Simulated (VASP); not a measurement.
# Tb4WO (P4mm) in VASP: relaxation of cell and atoms with PBE

Aim: the relaxation of cell and atoms of Tb4WO with PBE.

Program: VASP 6.6.1. These are calculated values, not measurements. Logs are shortened: lines on timing, memory, paths and dates and some standing lists are left out, and cuts for length are marked.

## (1) The cell of the first run

The structure is tetragonal, space group P4mm (No. 99). The conventional cell has a = 3.472 Å, b = 3.472 Å, c = 10.127 Å, α = 90.00°, β = 90.00°, γ = 90.00°. Tb (site symmetry 4mm) has 4 O at 2.78 Å and 9 Tb at 2.99 to 3.47 Å within 3.7 Å. Tb (site symmetry 4mm) has 4 W at 2.65 Å and 9 Tb at 3.02 to 3.47 Å within 3.5 Å. Tb (site symmetry 4mm) has 1 W at 2.75 Å and 13 Tb at 2.93 to 3.47 Å within 3.6 Å. Within 3.9 Å of Tb (site symmetry 4mm) lie 13 Tb at 2.93 to 3.47 Å and 1 O at 3.00 Å. Within 3.5 Å of W (site symmetry 4mm) lie 5 Tb at 2.65 to 2.75 Å and 4 W at 3.47 Å. O (site symmetry 4mm) has 6 Tb at 2.78 to 3.77 Å and 4 O at 3.47 Å and 4 W at 3.71 Å within 3.8 Å.

The cell was generated, and may not be a known phase.

## (2) Relaxation of cell and atoms, PBE

Input file INCAR:

```
SYSTEM = Tb4WO
PREC = Accurate ; ENCUT = 600
EDIFF = 1E-7 ; ISMEAR = 0
SIGMA = 0.2 ; LREAL = .FALSE.
LASPH = .TRUE. ; NELM = 200
ALGO = Normal ; ISIF = 3
LWAVE = .FALSE. ; LCHARG = .FALSE.
GGA = PE ; IBRION = 2
NSW = 36 ; EDIFFG = -0.08
GGA_COMPAT = .FALSE. ; NELMIN = 4
LMAXMIX = 6
```

Input file KPOINTS:

```
Automatic mesh
0
G
  5 5 2
  0 0 0
```

Input file POSCAR:

```
Tb4WO
1.0
    3.4720075900      0.0000000000      0.0000000000
    0.0000000000      3.4720075900      0.0000000000
    0.0000000000      0.0000000000     10.1271401000
Tb W O
4 1 1
Direct
    0.5000000000      0.5000000000      0.2433270100
    0.0000000000      0.0000000000      0.7440829900
    0.5000000000      0.5000000000      0.9182549700
    0.0000000000      0.0000000000      0.0755200000
    0.5000000000      0.5000000000      0.6467160000
    0.0000000000      0.0000000000      0.3720980000
```

Potentials or basis: VASP PAW PBE potentials, release 64 (Tb_3, W_sv, O), 4f in core.

Started as:

```console
$ cat potpaw_PBE.64/Tb_3/POTCAR potpaw_PBE.64/W_sv/POTCAR potpaw_PBE.64/O/POTCAR > POTCAR
$ mpirun -np 1 vasp_std > vasp.out
```

OUTCAR:

```text
SYSTEM = Tb4WO
   PREC = Accurate
   ENCUT = 600
   EDIFF = 1E-7
   ISMEAR = 0
   LREAL = .FALSE.
   LASPH = .TRUE.
   NELM = 200
   ISIF = 3
   GGA = PE
   IBRION = 2
   NSW = 36
   EDIFFG = -0.08
   NELMIN = 4

 ion  position               nearest neighbor table
   1  0.500  0.500  0.243-   6 2.78   6 2.78   6 2.78   6 2.78   4 2.99   4 2.99   4 2.99   4 2.99
                             3 3.29
   2  0.000  0.000  0.744-   5 2.65   5 2.65   5 2.65   5 2.65   3 3.02   3 3.02   3 3.02   3 3.02
                             4 3.36
   3  0.500  0.500  0.918-   5 2.75   4 2.93   4 2.93   4 2.93   4 2.93   2 3.02   2 3.02   2 3.02
                             2 3.02   1 3.29
   4  0.000  0.000  0.076-   3 2.93   3 2.93   3 2.93   3 2.93   1 2.99   1 2.99   1 2.99   1 2.99
                             2 3.36
   5  0.500  0.500  0.647-   2 2.65   2 2.65   2 2.65   2 2.65   3 2.75
   6  0.000  0.000  0.372-   1 2.78   1 2.78   1 2.78   1 2.78

  LATTYP: Found a simple tetragonal cell.
 ALAT       =     3.4720075900
 C/A-ratio  =     2.9167966479

  Lattice vectors:

 A1 = (   3.4720075900,   0.0000000000,   0.0000000000)
 A2 = (   0.0000000000,   3.4720075900,   0.0000000000)
 A3 = (   0.0000000000,   0.0000000000,  10.1271401000)

Analysis of symmetry for initial positions (statically):
=====================================================================
 Subroutine PRICEL returns:
 Original cell was already a primitive cell.

 Routine SETGRP: Setting up the symmetry group for a
 simple tetragonal supercell.

 Subroutine GETGRP returns: Found  8 space group operations
 (whereof  8 operations were pure point group operations)
 out of a pool of 16 trial point group operations.

The static configuration has the point symmetry C_4v.

Analysis of symmetry for dynamics (positions and initial velocities):
=====================================================================
 Subroutine PRICEL returns:
 Original cell was already a primitive cell.

 Routine SETGRP: Setting up the symmetry group for a
 simple tetragonal supercell.

 Subroutine GETGRP returns: Found  8 space group operations
 (whereof  8 operations were pure point group operations)
 out of a pool of 16 trial point group operations.

The dynamic configuration has the point symmetry C_4v.

 Subroutine INISYM returns: Found  8 space group operations
 (whereof  8 operations are pure point group operations),
 and found     1 'primitive' translations

----------------------------------------------------------------------------------------

                                     Primitive cell

  volume of cell :     122.0810

  direct lattice vectors                    reciprocal lattice vectors
     3.472007590  0.000000000  0.000000000     0.288017804  0.000000000  0.000000000
     0.000000000  3.472007590  0.000000000     0.000000000  0.288017804  0.000000000
     0.000000000  0.000000000 10.127140100     0.000000000  0.000000000  0.098744561

  length of vectors
     3.472007590  3.472007590 10.127140100     0.288017804  0.288017804  0.098744561

  position of ions in fractional coordinates (direct lattice)
     0.500000000  0.500000000  0.243327010
     0.000000000  0.000000000  0.744082990
     0.500000000  0.500000000  0.918254970
     0.000000000  0.000000000  0.075520000
     0.500000000  0.500000000  0.646716000
     0.000000000  0.000000000  0.372098000

  ion indices of the primitive-cell ions
   primitive index   ion index
                 1           1
                 2           2
                 3           3
                 4           4
                 5           5
                 6           6

----------------------------------------------------------------------------------------

 KPOINTS: Automatic mesh

Automatic generation of k-mesh.
 Grid dimensions read from file:
 generate k-points for:    5    5    2

 Generating k-lattice:

  Cartesian coordinates                     Fractional coordinates (reciprocal lattice)
     0.057603561  0.000000000  0.000000000     0.200000000  0.000000000  0.000000000
     0.000000000  0.057603561  0.000000000     0.000000000  0.200000000  0.000000000
     0.000000000  0.000000000  0.049372280     0.000000000  0.000000000  0.500000000

  Length of vectors
     0.057603561  0.057603561  0.049372280

  Shift w.r.t. Gamma in fractional coordinates (k-lattice)
     0.000000000  0.000000000  0.000000000

 Subroutine IBZKPT returns following result:
 ===========================================

 Found     12 irreducible k-points:

 Following reciprocal coordinates:
            Coordinates               Weight
  0.000000  0.000000  0.000000      1.000000
  0.200000  0.000000  0.000000      4.000000
  0.400000  0.000000  0.000000      4.000000
  0.200000  0.200000  0.000000      4.000000
  0.400000  0.200000  0.000000      8.000000
  0.400000  0.400000  0.000000      4.000000
  0.000000  0.000000  0.500000      1.000000
  0.200000  0.000000  0.500000      4.000000
  0.400000  0.000000  0.500000      4.000000
  0.200000  0.200000  0.500000      4.000000
  0.400000  0.200000  0.500000      8.000000
  0.400000  0.400000  0.500000      4.000000
   k-points           NKPTS =     12   k-points in BZ     NKDIM =     12   number of bands    NBANDS=     33
   number of dos      NEDOS =    301   number of ions     NIONS =      6
   total plane-waves  NPLWV =  65856
   dimension x,y,z NGX =    28 NGY =   28 NGZ =   84
   dimension x,y,z NGXF=    56 NGYF=   56 NGZF=  168
   ions per type =               4   1   1
   NGX,Y,Z   is equivalent  to a cutoff of  13.41, 13.41, 13.79 a.u.
   NGXF,Y,Z  is equivalent  to a cutoff of  26.81, 26.81, 27.58 a.u.
 SYSTEM =  Tb4WO
   PREC   = accura    normal or accurate (medium, high low for compatibility)
   ISTART =      0    job   : 0-new  1-cont  2-samecut
   ICHARG =      2    charge: 1-file 2-atom 10-const
   ISPIN  =      1    spin polarized calculation?
   LNONCOLLINEAR =      F non collinear calculations
   LSORBIT =      F    spin-orbit coupling
   LASPH  =      T    aspherical Exc in radial PAW
   ENCUT  =  600.0 eV  44.10 Ry    6.64 a.u.   6.93  6.93 20.23*2*pi/ulx,y,z
   NELM   =    200;   NELMIN=  4; NELMDL= -5     # of ELM steps
   EDIFF  = 0.1E-06   stopping-criterion for ELM
   LREAL  =      F    real-space projection
   EDIFFG = -.8E-01   stopping-criterion for IOM
   NSW    =     36    number of steps for IOM
   IBRION =      2    ionic relax: 0-MD 1-quasi-New 2-CG
   NFREE  =      1    steps in history (QN), initial steepest desc. (CG)
   ISIF   =      3    stress and relaxation
   ISYM   =      2    0-nonsym 1-usesym 2-fastsym
   POTIM  = 0.5000    time-step for ionic-motion
   TEBEG  =    0.0;   TEEND  =   0.0 temperature during run
   PSTRESS=    0.0 pullay stress
   NELECT =      56.0000    total number of electrons
   NUPDOWN=      -1.0000    fix difference up-down
   EMIN   =  10.00;   EMAX   =-10.00  energy-range for DOS
   EFERMI =   0.00;   METHOD = LEGACY
   ISMEAR =     0;   SIGMA  =   0.20  broadening in eV -4-tet -1-fermi 0-gaus
   EFERMI_NEDOS =   21; number of points for ismear=-14 and -15
   IALGO  =     38    algorithm
   IMIX   =      4    mixing-type and parameters
     AMIX     =   0.40;   BMIX     =  1.00
     AMIX_MAG =   1.60;   BMIX_MAG =  1.00
  volume/ion in A,a.u.               =      20.35       137.31
  Fermi-wavevector in a.u.,A,eV,Ry     =   1.262568  2.385908 21.688748  1.594078
  Thomas-Fermi vector in A             =   2.395970
   LORBIT       =      0    0 simple, 1 ext, 2 COOP (PROOUT), +10 PAW based schemes
   GGA     = PE    functional components
   LHFCALC =     F    Hartree Fock is set to
   AEXX    =    0.0000 exact exchange contribution
   IVDW    =     0    specifies the selected vdW correction
   LEPSILON=     F    determine dielectric tensor
   LRPA    =     F    only Hartree local field effects (RPA)
 conjugate gradient relaxation of ions
 non-spin polarized calculation
 Gauss-broadening in eV      SIGMA  =   0.20
  energy-cutoff  :      600.00
  volume of cell :      122.08
 maximum number of plane-waves:      4112
 NGX is ok and might be reduce to    28
   NGX = 13   NGY = 13   NGZ = 41

--------------------------------------- Ionic step        1  -------------------------------------------

 number of electron      56.0000000 magnetization

 Free energy of the ion-electron system (eV)
  ---------------------------------------------------
  ext. energy  EPLUGINS =         0.00000000
  ---------------------------------------------------
  free energy    TOTEN  =       -30.78108416 eV

  energy without entropy =      -30.65824401  energy(sigma->0) =      -30.71966409

------------------------ aborting loop because EDIFF is reached ----------------------------------------

  FORCE on cell =-STRESS in cart. coord.  units (eV):
  Direction    XX          YY          ZZ          XY          YZ          ZX
  --------------------------------------------------------------------------------------
  -------------------------------------------------------------------------------------
  Total       15.9905339     15.9905339     13.5903470      0.0000000      0.0000000      0.0000000
  in kB      209.8579354    209.8579354    178.3581582      0.0000000      0.0000000      0.0000000
  external PRESSURE =     199.3580097 kB  Pullay stress =       0.0000000 kB
[... 67 lines left out ...]
--------------------------------------- Ionic step        3  -------------------------------------------

 number of electron      56.0000000 magnetization

 E-fermi :   3.0782     XC(G=0):  -9.8218

 val. band max:        3.0713649507   @ k =   0.2000   0.2000   0.5000
 cond. band min:       3.1467882206   @ k =   0.2000   0.2000   0.0000
 fundamental gap:      0.0754232699
 Fermi energy:         3.0782047347

 k-point     1 :       0.0000    0.0000    0.0000
  band No.  band energies     occupation
      1     -70.5277      2.00000
      2     -34.7322      2.00000
      3     -34.6972      2.00000
      4     -34.6972      2.00000
      5     -20.2804      2.00000
      6     -20.1830      2.00000
[... 454 lines left out ...]
  FREE ENERGIE OF THE ION-ELECTRON SYSTEM (eV)
  ---------------------------------------------------
  free  energy   TOTEN  =       -34.3533091470 eV

  energy  without entropy=      -34.1814500185  energy(sigma->0) =      -34.26737958

 E-fermi :   3.3683     XC(G=0):  -9.9958

 val. band max:        3.3577801608   @ k =   0.0000   0.0000   0.0000
 cond. band min:       3.3759259622   @ k =   0.4000   0.4000   0.0000
 fundamental gap:      0.0181458014
 Fermi energy:         3.3682598489

 k-point     1 :       0.0000    0.0000    0.0000
  band No.  band energies     occupation
      1     -70.1047      2.00000
      2     -34.3217      2.00000
      3     -34.2950      2.00000
      4     -34.2950      2.00000
      5     -20.0372      2.00000
      6     -19.9227      2.00000
[... 421 lines left out ...]
     32       4.2364      0.00000
     33       4.7926      0.00000

[... ionic steps 4 to 15 ...]

--------------------------------------- Ionic step       16  -------------------------------------------

 number of electron      56.0000000 magnetization

------------------------ aborting loop because EDIFF is reached ----------------------------------------
[... 75 lines left out ...]
--------------------------------------- Ionic step       18  -------------------------------------------

 number of electron      56.0000004 magnetization

 Free energy of the ion-electron system (eV)
  ---------------------------------------------------
  ext. energy  EPLUGINS =         0.00000000
  ---------------------------------------------------
  free energy    TOTEN  =       -38.11173799 eV

  energy without entropy =      -37.97306971  energy(sigma->0) =      -38.04240385

 E-fermi :   4.0827     XC(G=0): -10.3406

 val. band max:        4.0825298758   @ k =   0.4000   0.0000   0.5000
 cond. band min:       4.0878246625   @ k =   0.2000   0.2000   0.5000
 fundamental gap:      0.0052947867
 Fermi energy:         4.0826571794

 k-point     1 :       0.0000    0.0000    0.0000
  band No.  band energies     occupation
      1     -69.1161      2.00000
      2     -33.3858      2.00000
      3     -33.3858      2.00000
      4     -33.3831      2.00000
      5     -19.2364      2.00000
      6     -19.0827      2.00000
[... 454 lines left out ...]
  FREE ENERGIE OF THE ION-ELECTRON SYSTEM (eV)
  ---------------------------------------------------
  free  energy   TOTEN  =       -38.1117379904 eV

  energy  without entropy=      -37.9730697121  energy(sigma->0) =      -38.04240385

 reached required accuracy - stopping structural energy minimisation
```

Wall time 19 min (1 thread of AMD EPYC 7R43 (Zen 3), shared host); peak memory 0.25 GiB.

What came out:

- Free energy: -38.1117 eV
- Relaxed volume: 24.70 Å³/atom
- Relaxed cell: a = 3.645 Å, b = 3.645 Å, c = 11.158 Å, α = 90.00°, β = 90.00°, γ = 90.00°
- Space group after relaxing (to 0.1 Å): P4mm (No. 99)
- Energy gained by relaxing: 1221.8 meV/atom
- Ionic steps: 18
- Pressure after relaxing: 0.0 GPa
- Largest force after relaxing: 0.053 eV/Å
- Band gap on the k mesh: zero (bands 28 and 29 overlap by 0.30 eV)

Forces on the atoms (eV/Å):
```
Tb   0.000  0.000 -0.024
Tb   0.000  0.000  0.003
Tb   0.000  0.000 -0.053
Tb   0.000  0.000  0.031
W    0.000  0.000  0.038
O    0.000  0.000  0.005
```

Stress tensor (GPa, compression positive):
```
-0.05  0.00  0.00
 0.00 -0.05  0.00
 0.00  0.00  0.15
```

Step by step:
| step | energy change (eV) | largest force (eV/Å) | pressure (GPa) | volume (Å³) |
| --- | --- | --- | --- | --- |
| 1 | 0.0000 | 6.9993 | 19.94 | 122.08 |
| 2 | -3.5059 | 2.7069 | -6.16 | 172.48 |
| 3 | -3.5722 | 3.2003 | -4.07 | 164.34 |
| 4 | -4.8662 | 2.4602 | -3.35 | 158.30 |
| 5 | -6.6138 | 1.5674 | 1.87 | 144.08 |
| 6 | -6.6429 | 2.1030 | 3.86 | 141.09 |
| 7 | -6.7714 | 2.4729 | -0.53 | 153.50 |
| 8 | -6.9119 | 1.2772 | 0.49 | 148.33 |
| 9 | -7.1128 | 0.7624 | -0.96 | 150.20 |
| 10 | -7.1722 | 0.8750 | -2.16 | 151.98 |
| 11 | -7.2479 | 0.3330 | 1.04 | 145.15 |
| 12 | -7.2500 | 0.3801 | 0.57 | 146.06 |
| 13 | -7.2839 | 0.2823 | 0.41 | 146.69 |
| 14 | -7.3214 | 0.2686 | 0.17 | 148.26 |
| 15 | -7.3280 | 0.1019 | -0.47 | 149.30 |
| 16 | -7.3281 | 0.1030 | -0.44 | 149.25 |
| 17 | -7.3295 | 0.1088 | 0.32 | 147.55 |
| 18 | -7.3307 | 0.0532 | 0.01 | 148.23 |

Final structure:
```xyz
6
Lattice="3.6448 0.0000 0.0000 0.0000 3.6448 0.0000 0.0000 0.0000 11.1581" Properties=species:S:1:pos:R:3 pbc="T T T"
Tb    1.8224    1.8224    3.9882
Tb    0.0000    0.0000    7.8154
Tb    1.8224    1.8224   10.0462
Tb    0.0000    0.0000    1.3186
W     1.8224    1.8224    6.8015
O     0.0000    0.0000    3.5043
```

Caveat: the k points lie up to 0.34 Å⁻¹ apart in the final cell; the volume moved by over 15 % at a fixed basis, so the end points are rough; spin-orbit coupling is left out, which moves the levels of the heavy elements; the 4f electrons are frozen in the core, so they carry no moment and show no levels; the run has no spin polarisation, though such a crystal can be magnetic; the relaxation stopped at a loose force limit of 0.08 eV/Å, so its end isn't a converged minimum.
